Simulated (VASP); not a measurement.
# Sn2HO2 in VASP: single point with PBE+D3(BJ)

Aim: the single point of Sn2HO2 with PBE+D3(BJ).

All numbers are computed with VASP 6.6.1; they aren't measurements. Logs are shortened: lines on timing, memory, paths and dates and some standing lists are left out, and cuts for length are marked.

**1. The cell of the first run**

The cell holds a slab with vacuum, 5 atoms: a = 3.820 Å, b = 3.820 Å, c = 19.463 Å, α = 90.00°, β = 90.00°, γ = 90.00°.

**2. Single point, PBE+D3(BJ), collinear spin**

INCAR

```
SYSTEM = Sn2HO2
  PREC = Accurate
  ENCUT = 640
  EDIFF = 1E-6
  ISMEAR = 0
  SIGMA = 0.05
  LREAL = .FALSE.
  LASPH = .TRUE.
  NELM = 300
  ALGO = Normal
  ISIF = 2
  LWAVE = .FALSE.
  LCHARG = .FALSE.
  ISPIN = 2
  MAGMOM = 0 0 0 0 1
  LORBIT = 11
  LDIPOL = .TRUE.
  IDIPOL = 3
  DIPOL = 0.5 0.5 0.304
  GGA = PE
  IVDW = 12
  NBANDS = 32
  GGA_COMPAT = .FALSE.
  NELMDL = -8
  AMIX = 0.1
  BMIX = 1E-4
  AMIX_MAG = 0.4
  BMIX_MAG = 1E-4
  KPAR = 4
```

KPOINTS

```
Automatic mesh
0
G
  7 7 1
  0 0 0
```

POSCAR

```
Sn2HO2
1.0
    3.8201629938      0.0000000000      0.0000000000
    0.0000000000      3.8201629938      0.0000000000
    0.0000000000      0.0000000000     19.4630415395
Sn O H
2 2 1
Direct
    0.7500000000      0.2500000000      0.2055177240
    0.2500000000      0.7500000000      0.3269294538
    0.2500000000      0.2500000000      0.2662235889
    0.7500000000      0.7500000000      0.2662235889
    0.5000000000      1.2500000000      0.4553780313
```

Potentials or basis: VASP PAW PBE potentials, release 64 (Sn_d, O, H).

Started as:

```bash
cat potpaw_PBE.64/Sn_d/POTCAR potpaw_PBE.64/O/POTCAR potpaw_PBE.64/H/POTCAR > POTCAR
mpirun -np 4 vasp_std > vasp.out
```

OUTCAR:

```text
SYSTEM = Sn2HO2
   PREC = Accurate
   ENCUT = 640
   EDIFF = 1E-6
   ISMEAR = 0
   LREAL = .FALSE.
   LASPH = .TRUE.
   NELM = 300
   ISIF = 2
   ISPIN = 2
   LORBIT = 11
   GGA = PE
   IVDW = 12
   NELMDL = -8
   AMIX = 0.1
   AMIX_MAG = 0.4
 IVDW          = 12

 ion  position               nearest neighbor table
   1  0.750  0.250  0.206-   3 2.25   4 2.25   4 2.25   3 2.25   2 3.59   2 3.59   2 3.59   2 3.59

   2  0.250  0.750  0.327-   3 2.25   4 2.25   3 2.25   4 2.25   1 3.59   1 3.59   1 3.59   1 3.59

   3  0.250  0.250  0.266-   1 2.25   1 2.25   2 2.25   2 2.25
   4  0.750  0.750  0.266-   1 2.25   1 2.25   2 2.25   2 2.25
   5  0.500  0.250  0.455-

  LATTYP: Found a simple tetragonal cell.
 ALAT       =     3.8201629938
 C/A-ratio  =     5.0948196637

  Lattice vectors:

 A1 = (   3.8201629938,   0.0000000000,   0.0000000000)
 A2 = (   0.0000000000,   3.8201629938,   0.0000000000)
 A3 = (   0.0000000000,   0.0000000000,  19.4630415395)

Analysis of symmetry for initial positions (statically):
=====================================================================
 Subroutine PRICEL returns:
 Original cell was already a primitive cell.

 Routine SETGRP: Setting up the symmetry group for a
 simple tetragonal supercell.

 Subroutine GETGRP returns: Found  2 space group operations
 (whereof  1 operations were pure point group operations)
 out of a pool of 16 trial point group operations.

The static configuration has the point symmetry C_1 .
 The point group associated with its full space group is C_1h.

Analysis of symmetry for dynamics (positions and initial velocities):
=====================================================================
 Subroutine PRICEL returns:
 Original cell was already a primitive cell.

 Routine SETGRP: Setting up the symmetry group for a
 simple tetragonal supercell.

 Subroutine GETGRP returns: Found  2 space group operations
 (whereof  1 operations were pure point group operations)
 out of a pool of 16 trial point group operations.

The dynamic configuration has the point symmetry C_1 .
 The point group associated with its full space group is C_1h.

Analysis of structural, dynamic, and magnetic symmetry:
=====================================================================
 Subroutine PRICEL returns:
 Original cell was already a primitive cell.

 Routine SETGRP: Setting up the symmetry group for a
 simple tetragonal supercell.

 Subroutine GETGRP returns: Found  2 space group operations
 (whereof  1 operations were pure point group operations)
 out of a pool of 16 trial point group operations.

The overall configuration has the point symmetry C_1 .
 The point group associated with its full space group is C_1h.

 Subroutine INISYM returns: Found  2 space group operations
 (whereof  1 operations are pure point group operations),
 and found     1 'primitive' translations

----------------------------------------------------------------------------------------

                                     Primitive cell

  volume of cell :     284.0367

  direct lattice vectors                    reciprocal lattice vectors
     3.820162994  0.000000000  0.000000000     0.261768935  0.000000000  0.000000000
     0.000000000  3.820162994  0.000000000     0.000000000  0.261768935  0.000000000
     0.000000000  0.000000000 19.463041540     0.000000000  0.000000000  0.051379431

  length of vectors
     3.820162994  3.820162994 19.463041540     0.261768935  0.261768935  0.051379431

  position of ions in fractional coordinates (direct lattice)
     0.750000000  0.250000000  0.205517724
     0.250000000  0.750000000  0.326929454
     0.250000000  0.250000000  0.266223589
     0.750000000  0.750000000  0.266223589
     0.500000000  0.250000000  0.455378031

  ion indices of the primitive-cell ions
   primitive index   ion index
                 1           1
[... 34 lines left out ...]
  0.142857  0.000000  0.000000      2.000000
  0.000000  0.142857  0.000000      2.000000
  0.285714  0.000000  0.000000      2.000000
  0.000000  0.285714  0.000000      2.000000
  0.428571  0.000000  0.000000      2.000000
[... 8 lines left out ...]
 -0.285714  0.428571  0.000000      4.000000
  0.428571  0.428571  0.000000      4.000000
   k-points           NKPTS =     16   k-points in BZ     NKDIM =     16   number of bands    NBANDS=     32
   number of dos      NEDOS =    301   number of ions     NIONS =      5
   total plane-waves  NPLWV = 165888
   dimension x,y,z NGX =    32 NGY =   32 NGZ =  162
   dimension x,y,z NGXF=    64 NGYF=   64 NGZF=  324
   ions per type =               2   2   1
   NGX,Y,Z   is equivalent  to a cutoff of  13.93, 13.93, 13.84 a.u.
   NGXF,Y,Z  is equivalent  to a cutoff of  27.85, 27.85, 27.67 a.u.
 SYSTEM =  Sn2HO2
   PREC   = accura    normal or accurate (medium, high low for compatibility)
   ISTART =      0    job   : 0-new  1-cont  2-samecut
   ICHARG =      2    charge: 1-file 2-atom 10-const
   ISPIN  =      2    spin polarized calculation?
   LNONCOLLINEAR =      F non collinear calculations
   LSORBIT =      F    spin-orbit coupling
   LASPH  =      T    aspherical Exc in radial PAW
   ENCUT  =  640.0 eV  47.04 Ry    6.86 a.u.   7.88  7.88 40.15*2*pi/ulx,y,z
   NELM   =    300;   NELMIN=  2; NELMDL= -8     # of ELM steps
   EDIFF  = 0.1E-05   stopping-criterion for ELM
   LREAL  =      F    real-space projection
   EDIFFG = 0.1E-04   stopping-criterion for IOM
   NSW    =      0    number of steps for IOM
   IBRION =     -1    ionic relax: 0-MD 1-quasi-New 2-CG
   NFREE  =      0    steps in history (QN), initial steepest desc. (CG)
   ISIF   =      2    stress and relaxation
   ISYM   =      2    0-nonsym 1-usesym 2-fastsym
   POTIM  = 0.5000    time-step for ionic-motion
   TEBEG  =    0.0;   TEEND  =   0.0 temperature during run
   PSTRESS=    0.0 pullay stress
   NELECT =      41.0000    total number of electrons
   NUPDOWN=      -1.0000    fix difference up-down
   EMIN   =  10.00;   EMAX   =-10.00  energy-range for DOS
   EFERMI =   0.00;   METHOD = LEGACY
   ISMEAR =     0;   SIGMA  =   0.05  broadening in eV -4-tet -1-fermi 0-gaus
   EFERMI_NEDOS =   21; number of points for ismear=-14 and -15
   IALGO  =     38    algorithm
   IMIX   =      4    mixing-type and parameters
     AMIX     =   0.10;   BMIX     =  0.00
     AMIX_MAG =   0.40;   BMIX_MAG =  0.00
  volume/ion in A,a.u.               =      56.81       383.35
  Fermi-wavevector in a.u.,A,eV,Ry     =   0.858772  1.622844 10.034155  0.737490
  Thomas-Fermi vector in A             =   1.976027
   LORBIT       =     11    0 simple, 1 ext, 2 COOP (PROOUT), +10 PAW based schemes
   GGA     = PE    functional components
   LHFCALC =     F    Hartree Fock is set to
   AEXX    =    0.0000 exact exchange contribution
   IVDW    =    12    specifies the selected vdW correction
   LEPSILON=     F    determine dielectric tensor
   LRPA    =     F    only Hartree local field effects (RPA)
 spin polarized calculation
 Gauss-broadening in eV      SIGMA  =   0.05
  energy-cutoff  :      640.00
  volume of cell :      284.04
 maximum number of plane-waves:     10469
   NGX = 15   NGY = 15   NGZ = 81

 dipolmoment           0.000000      0.000000     -0.017705 electrons x Angstroem

 number of electron      41.0000015 magnetization       1.0000000

 dipolmoment           0.000000      0.000000      0.031589 electrons x Angstroem

 Free energy of the ion-electron system (eV)
  ---------------------------------------------------
  ext. energy  EPLUGINS =         0.00000000
  ---------------------------------------------------
  free energy    TOTEN  =       -23.75355545 eV

  energy without entropy =      -23.75355545  energy(sigma->0) =      -23.75355545

 E-fermi :  -2.0640     XC(G=0):  -3.5231

 val. band max:       -2.3686747778   @ k =   0.1429   0.0000   0.0000
 cond. band min:      -0.7402542400   @ k =   0.0000   0.0000   0.0000
 fundamental gap:      1.6284205378
 Fermi energy:        -2.0640091518

 spin component 1

 k-point     1 :       0.0000    0.0000    0.0000
  band No.  band energies     occupation
      1     -23.2347      1.00000
      2     -22.8727      1.00000
      3     -22.8363      1.00000
      4     -22.8355      1.00000
      5     -22.8201      1.00000
      6     -22.7914      1.00000
[... 549 lines left out ...]
     31       6.3001      0.00000
     32       6.3603      0.00000
 Fermi energy:        -2.0640091518

 spin component 2

 k-point     1 :       0.0000    0.0000    0.0000
  band No.  band energies     occupation
      1     -23.2250      1.00000
      2     -22.8650      1.00000
      3     -22.8298      1.00000
      4     -22.8295      1.00000
      5     -22.8156      1.00000
      6     -22.7868      1.00000
[... 549 lines left out ...]
     31       6.5317      0.00000
     32       6.9937      0.00000

------------------------ aborting loop because EDIFF is reached ----------------------------------------

 vacuum level on the upper side and lower side of the slab       (xc-potential included)         0.161        -0.226

 Edisp (eV)   -0.60399

 E8    (eV) :    -0.2645

  FORCE on cell =-STRESS in cart. coord.  units (eV):
  Direction    XX          YY          ZZ          XY          YZ          ZX
  --------------------------------------------------------------------------------------
  -------------------------------------------------------------------------------------
  Total       0.02015    -0.07108    -0.24945     0.00000     0.00000    -0.00264
  in kB       0.11365    -0.40093    -1.40706     0.00000     0.00000    -0.01489
  external pressure =       -0.56 kB  Pullay stress =        0.00 kB

 VOLUME and BASIS-vectors are now :
 -----------------------------------------------------------------------------
  energy-cutoff  :      640.00
  volume of cell :      284.04
      direct lattice vectors                 reciprocal lattice vectors
     3.820162994  0.000000000  0.000000000     0.261768935  0.000000000  0.000000000
     0.000000000  3.820162994  0.000000000     0.000000000  0.261768935  0.000000000
     0.000000000  0.000000000 19.463041540     0.000000000  0.000000000  0.051379431

 POSITION                                       TOTAL-FORCE (eV/Angst)
 -----------------------------------------------------------------------------------
      2.86512      0.95504      4.00000         0.000214      0.000000     -0.055035
      0.95504      2.86512      6.36304         0.031298      0.000000      0.213112
      0.95504      0.95504      5.18152        -0.001587      0.000000     -0.023261
      2.86512      2.86512      5.18152        -0.019193      0.000000     -0.009162
      1.91008      0.95504      8.86304        -0.010731      0.000000     -0.125654
 -----------------------------------------------------------------------------------
    total drift:                               -0.000004     -0.000000     -0.000814

  FREE ENERGIE OF THE ION-ELECTRON SYSTEM (eV)
  ---------------------------------------------------
  free  energy   TOTEN  =       -24.3575438688 eV

  energy  without entropy=      -24.3575438688  energy(sigma->0) =      -24.35754387

 vacuum level on the upper side and lower side of the slab         3.092         2.698

 total charge

# of ion       s       p       d       tot
------------------------------------------
    1        1.280   0.763  10.055  12.097
    2        1.279   0.753  10.056  12.088
    3        1.572   3.431   0.000   5.004
    4        1.573   3.431   0.000   5.004
    5        0.380   0.000   0.000   0.381
--------------------------------------------------
tot          6.084   8.379  20.110  34.573

 magnetization (x)

# of ion       s       p       d       tot
------------------------------------------
    1        0.000   0.000   0.000   0.001
    2        0.043  -0.001   0.001   0.044
    3        0.001   0.018   0.000   0.019
    4        0.001   0.019   0.000   0.020
    5        0.358   0.000   0.000   0.358
--------------------------------------------------
tot          0.404   0.037   0.002   0.443
```

Run time: 3.9 min. Hardware: 4 MPI ranks of Intel Xeon Platinum 8175M at 2.50GHz (Skylake/Cascade Lake), shared host; peak memory 0.75 GiB.

What came out:

| Item | Value |
| --- | --- |
| Free energy | -24.3575 eV |
| Largest force | 0.215 eV/Å |
| Band gap on the k mesh | 1.63 eV (least direct gap 1.65 eV) |
| Net moment | 1.00 μB per cell |
| Site moments | Sn +0.00, +0.04; O +0.02; H +0.36 μB |
| Valence electrons inside the program's atomic spheres | Sn 12.10, 12.09; O 5.00; H 0.38 |
| Dispersion energy per atom | -0.121 eV |

Forces in eV/Å, atoms in the order of the input:
```
Sn   0.000  0.000 -0.055
Sn   0.031  0.000  0.213
O   -0.002  0.000 -0.023
O   -0.019  0.000 -0.009
H   -0.011  0.000 -0.126
```

Caveat: spin-orbit coupling is left out, which moves the levels of the heavy elements.
